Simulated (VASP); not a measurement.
IrO: single point with r2SCAN

The system is IrO.

```
Ir O
1.0
     3.17718    0.00000    0.00000
    -1.58859    2.75152    0.00000
     0.00000    0.00000    5.34291
Ir O
2 2
Direct
  0.00000 0.00000 0.00000
  0.00000 0.00000 0.50000
  0.33333 0.66667 0.25000
  0.66667 0.33333 0.75000
```

```json
{
 "Program": "VASP 6.6.1",
 "Task": "single point",
 "Functional": "r2SCAN",
 "Potentials or basis": "VASP PAW PBE potentials, release 64 (Ir_sv_GW, O)",
 "Cutoff": "770 eV",
 "k mesh": "6 × 6 × 4",
 "Occupations": "gaussian, width 0.1 eV",
 "Spin": "no spin polarisation"
}
```

```yaml
Pressure: -0.3 GPa
Band_gap_on_the_k_mesh: zero (bands 23 and 24 overlap by 1.32 eV)
```

Stress tensor (GPa, compression positive):
```
-0.35  0.00  0.00
 0.00 -0.35  0.00
 0.00  0.00 -0.09
```

Levels at points of the mesh, in eV from the Fermi level:
| k point | band 20 | band 21 | band 22 | band 23 | band 24 | band 25 | band 26 | band 27 |
| --- | --- | --- | --- | --- | --- | --- | --- | --- |
| (0.00, 0.00, 0.00) | -2.43 | -2.43 | -1.55 | -0.25 | -0.25 | 0.87 | 1.84 | 1.84 |
| (0.50, 0.00, 0.00) | -1.03 | -0.81 | -0.51 | -0.32 | 0.75 | 1.96 | 2.44 | 4.99 |
| (0.00, 0.00, 0.50) | -2.22 | -2.22 | -2.22 | 0.49 | 0.49 | 0.49 | 0.49 | 1.58 |
| (0.50, 0.00, 0.50) | -0.88 | -0.71 | -0.71 | 0.77 | 0.77 | 0.82 | 0.82 | 4.74 |

Wall time 3.1 min on 1 thread of AMD EPYC 7R13 Processor (Zen 3) (shared host), peak memory 0.21 GiB.

Caveat: the k points lie up to 0.38 Å⁻¹ apart, too coarse for converged energies and pressures of a metal; the PAW data sets were made with another functional, which shifts forces and pressure a little; spin-orbit coupling is left out, which moves the levels of the heavy elements.
